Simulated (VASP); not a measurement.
Wanted: the native input for a VASP 6.6.1 run.

```
Task                   : single point
Functional             : PBEsol
Potentials or basis    : VASP PAW PBE potentials, release 64 (Ru_pv)
Cutoff                 : 520 eV
k mesh                 : 1 × 1 × 13
Occupations            : gaussian, width 0.05 eV
Spin                   : no spin polarisation
Dipole correction      : no
Further INCAR settings : ALGO = Normal; EDIFF = 1e-06; NBANDS = 51
```

The structure of Ru lies in POSCAR:

```
Ru
1.0
   13.0000000000      0.0000000000      0.0000000000
    0.0000000000     13.2000000000      0.0000000000
    0.0000000000      0.0000000000      4.1293861330
Ru
6
Direct
    0.5139077116      0.3969032447      0.2500000000
    0.4156769928      0.5626046562      0.2500000000
    0.6053405128      0.5605551622      0.2500000000
    0.3946594872      0.4394448378      0.7500000000
    0.5843230072      0.4373953438      0.7500000000
    0.4860922884      0.6030967553      0.7500000000
```

These files were run (other wordings do the same):

INCAR

```
SYSTEM = Ru
PREC = Accurate
ENCUT = 520
EDIFF = 1E-6
ISMEAR = 0
SIGMA = 0.05
LREAL = .False.
LASPH = .True.
NELM = 80
ALGO = Normal
ISIF = 2
LWAVE = .False.
LCHARG = .False.
GGA = PS
NBANDS = 51
```

KPOINTS

```
Automatic mesh
0
Gamma
  1 1 13
  0 0 0
```

Potentials or basis: VASP PAW PBE potentials, release 64 (Ru_pv).

Launch:

```bash
$ cat potpaw_PBE.64/Ru_pv/POTCAR > POTCAR
$ mpirun -np 1 vasp_std > vasp.out
```

Results of the run:

```json
{
 "Largest force": "0.082 eV/Å",
 "Band gap on the k mesh": "zero (band 42 reaches -2.12 eV, above the bottom of band 43 at -2.35 eV)"
}
```

Caveat: the PAW data sets were made with another functional, which shifts forces and pressure a little.

Wall time 7.7 min on 1 thread of AMD EPYC 7R43 64-Core Processor (Zen 3), with other jobs on the host, peak memory 0.63 GiB.
